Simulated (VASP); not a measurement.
**Ta: single point with PBE**

Ta:

```
Ta
1.0
    -1.66000    1.66000    1.66000
     1.66000   -1.66000    1.66000
     1.66000    1.66000   -1.66000
Ta
1
Direct
  0.00000 0.00000 0.00000
```

| Property | Result |
| --- | --- |
| Program | VASP 6.6.1 |
| Task | single point |
| Functional | PBE |
| Potentials or basis | VASP PAW PBE potentials, release 64 (Ta_pv) |
| Cutoff | 500 eV |
| k mesh | 12 × 12 × 12 |
| Occupations | fermi-dirac, width 0.1 eV |
| Spin | no spin polarisation |
| Dipole correction | no |
| Further INCAR settings | ALGO = Normal; EDIFF = 1e-06; NBANDS = 12 |

- Pressure: 0.0 GPa
- Band gap on the k mesh: zero (an odd number of electrons rules out a gap without spin polarisation)

Levels at points of the mesh, in eV from the Fermi level:
| k point | band 4 | band 5 | band 6 | band 7 | band 8 | band 9 |
| --- | --- | --- | --- | --- | --- | --- |
| (0.00, 0.00, 0.00) | -7.86 | 0.73 | 0.73 | 0.73 | 3.95 | 3.95 |
| (0.50, 0.00, 0.00) | -4.31 | -1.50 | 1.51 | 3.82 | 4.83 | 7.65 |
| (0.50, 0.50, 0.50) | -3.71 | -3.71 | 6.71 | 6.71 | 6.71 | 8.51 |

Run time: 15 s on 1 thread of Intel(R) Xeon(R) Platinum 8259CL CPU @ 2.50GHz (Skylake/Cascade Lake) (shared host), peak memory 0.14 GiB.

Caveat: spin-orbit coupling is left out, which moves the levels of the heavy elements.
